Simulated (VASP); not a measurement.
# Ge (P6_3/mmc) in VASP: further runs, part 2 of 2

VASP 6.6.1. Earlier steps stand in the parts before.

## Step 5: Single point, BLYP

This run uses another cell than the first one, of 21.79 Å³/atom, 0.962 times its volume.

File INCAR:

```
PREC     = Accurate       # precision mode
ENCUT    = 520            # plane-wave cutoff, eV
EDIFF    = 1E-6           # SCF threshold, eV
ISMEAR   = -1             # smearing method
SIGMA    = 0.1            # smearing width, eV
LREAL    = F              # projectors in reciprocal space
LASPH    = T              # aspherical terms in the spheres
NELM     = 100            # most SCF steps
ALGO     = Normal         # electronic algorithm
ISIF     = 2              # what is computed and relaxed
LWAVE    = F              # write WAVECAR
LCHARG   = F              # write CHGCAR
GGA      = B5             # functional
ALDAX    = 1.0          
AGGAX    = 1.0          
AGGAC    = 1.0          
ALDAC    = 0.0          
NBANDS   = 36             # bands
```

File KPOINTS:

```
regular mesh
0
Gamma
  15 15 4
```

File POSCAR:

```
Ge
1.0
    3.1227365420      0.0000000000      0.0000000000
   -1.5613682710      2.7043691747      0.0000000000
    0.0000000000      0.0000000000     10.3202848961
Ge
4
Direct
    1.0000000000      1.0000000000      0.0000000000
    1.0000000000      1.0000000000      0.5000000000
    0.3333333333      0.6666666667      0.2500000000
    0.6666666667      0.3333333333      0.7500000000
```

Launch:

```
> cat potpaw_PBE.64/Ge_d/POTCAR > POTCAR
> mpirun -np 1 vasp_std > vasp.out
```

Run time: 2.5 min. Hardware: 1 thread of AMD EPYC 9R45 (Zen 5), shared host; peak memory 0.28 GiB.

It converged, with:

| Property | Result |
| --- | --- |
| Free energy | -13.3691 eV |
| Pressure | -0.1 GPa |
| Band gap on the k mesh | zero (band 28 reaches 11.66 eV, above the bottom of band 29 at 3.38 eV) |

Stress tensor (GPa, compression positive):
```
-0.38  0.00  0.00
 0.00 -0.38  0.00
 0.00  0.00  0.35
```

Levels at points of the mesh, in eV from the Fermi level:
```
           k point  band 25  band 26  band 27  band 28  band 29  band 30  band 31  band 32
(0.00, 0.00, 0.00)    -4.66     0.77     0.77     5.78     5.78     6.43     6.43     6.54
(0.00, 0.00, 0.50)    -2.73    -2.73     4.71     4.71     5.97     5.97     5.97     5.97
```

Caveat: the PAW data sets were made with another functional, which shifts forces and pressure a little.

## Step 6: Relaxation of cell and atoms, BLYP

This run uses another cell than the first one, of 19.24 Å³/atom, 0.849 times its volume.

File INCAR:

```
PREC     = Accurate       # precision mode
ENCUT    = 600            # plane-wave cutoff, eV
EDIFF    = 1E-6           # SCF threshold, eV
ISMEAR   = -1             # smearing method
SIGMA    = 0.1            # smearing width, eV
LREAL    = F              # projectors in reciprocal space
LASPH    = T              # aspherical terms in the spheres
NELM     = 60             # most SCF steps
ALGO     = Normal         # electronic algorithm
ISIF     = 3              # what is computed and relaxed
LWAVE    = F              # write WAVECAR
LCHARG   = F              # write CHGCAR
GGA      = B5             # functional
ALDAX    = 1.0          
AGGAX    = 1.0          
AGGAC    = 1.0          
ALDAC    = 0.0          
IBRION   = 2              # ionic algorithm
NSW      = 80             # ionic steps
EDIFFG   = -0.01          # ionic threshold
```

File KPOINTS:

```
regular mesh
0
Gamma
  12 12 4
```

File POSCAR:

```
Ge
1.0
    3.0076538696      0.0000000000      0.0000000000
   -1.5038269348      2.6047046568      0.0000000000
    0.0000000000      0.0000000000      9.8229975381
Ge
4
Direct
    0.0000000000      0.0000000000      0.0000000000
    0.0000000000      0.0000000000      0.5000000000
    0.3333333333      0.6666666667      0.2500000000
    0.6666666667      0.3333333333      0.7500000000
```

Potentials or basis: VASP PAW PBE potentials, release 64 (Ge_d).

Launch:

```
> cat potpaw_PBE.64/Ge_d/POTCAR > POTCAR
> mpirun -np 1 vasp_std > vasp.out
```

Wall time 22 min (1 thread of Oxide Virtual Turin-like, shared host); peak memory 0.26 GiB.

The run converged. Its results:

```
Free energy                            : -13.3455 eV
Relaxed volume                         : 21.84 Å³/atom
Relaxed cell                           : a = 3.125 Å, b = 3.125 Å, c = 10.333 Å, α = 90.00°, β = 90.00°, γ = 120.00°
Space group after relaxing (to 0.05 Å) : P6_3/mmc (No. 194)
Energy gained by relaxing              : 55.9 meV/atom
Ionic steps                            : 7
Pressure after relaxing                : -0.1 GPa
Band gap on the k mesh                 : zero (band 28 reaches 11.63 eV, above the bottom of band 29 at 3.36 eV)
```

The path:
```
step  energy change (eV)  largest force (eV/Å)  pressure (GPa)  volume (Å³)
   1              0.0000                0.0000            7.72        76.95
   2             -0.2227                0.0000           -0.31        87.74
   3             -0.2229                0.0000            0.01        87.16
   4             -0.2230                0.0000           -0.02        87.37
   5             -0.2232                0.0000           -0.05        87.37
   6             -0.2236                0.0000           -0.05        87.37
   7             -0.2236                0.0000           -0.06        87.37
```

Final structure:
```
Ge
1.0
     3.12476    0.00000    0.00000
    -1.56238    2.70612    0.00000
     0.00000    0.00000   10.33273
Ge
4
Direct
  0.00000 0.00000 0.00000
  0.00000 0.00000 0.50000
  0.33333 0.66667 0.25000
  0.66667 0.33333 0.75000
```

Levels at points of the mesh, in eV from the Fermi level:
| k point | band 24 | band 25 | band 26 | band 27 | band 28 | band 29 | band 30 | band 31 | band 32 | band 33 |
| --- | --- | --- | --- | --- | --- | --- | --- | --- | --- | --- |
| (0.00, 0.00, 0.00) | -7.93 | -4.63 | 0.77 | 0.78 | 5.79 | 5.79 | 6.45 | 6.45 | 6.54 | 6.54 |
| (0.50, 0.00, 0.00) | -6.28 | -4.40 | -4.09 | -2.38 | -1.89 | -0.17 | 0.66 | 2.38 | 3.62 | 3.62 |
| (0.00, 0.00, 0.50) | -9.19 | -2.72 | -2.72 | 4.70 | 4.70 | 5.98 | 5.98 | 5.98 | 5.98 | 7.09 |
| (0.50, 0.00, 0.50) | -6.66 | -3.71 | -3.71 | -3.03 | -3.03 | 1.39 | 1.39 | 2.70 | 2.70 | 2.93 |

Caveat: the PAW data sets were made with another functional, which shifts forces and pressure a little.

## Step 7: Summary

| task | cell | k mesh | cutoff (eV) | gap on the mesh (eV) | pressure (GPa) |
| --- | --- | --- | --- | --- | --- |
| single point | a = 3.164, b = 3.164, c = 10.456 Å, angles 90.0, 90.0, 120.0°, 4 atoms | 13 × 13 × 4 | 520 | none | -1.9 |
| single point | a = 3.204, b = 3.204, c = 10.588 Å, angles 90.0, 90.0, 120.0°, 4 atoms | 13 × 13 × 4 | 520 | none | -3.2 |
| single point | a = 3.243, b = 3.243, c = 10.718 Å, angles 90.0, 90.0, 120.0°, 4 atoms | 13 × 13 × 4 | 520 | none | -4.2 |
| single point | a = 3.123, b = 3.123, c = 10.320 Å, angles 90.0, 90.0, 120.0°, 4 atoms | 15 × 15 × 4 | 520 | none | -0.1 |
| relaxation of cell and atoms | relaxed from a = 3.008, b = 3.008, c = 9.823 Å, angles 90.0, 90.0, 120.0°, 4 atoms | 12 × 12 × 4 | 600 | none | -0.1 |

Alike in all rows: level BLYP; potentials or basis VASP PAW PBE potentials, release 64 (Ge_d); no spin polarisation; smearing fermi-dirac 0.1 eV.

Caveats: the PAW data sets were made with another functional, which shifts forces and pressure a little.

Absolute energies hang on the potentials; compare differences alone.
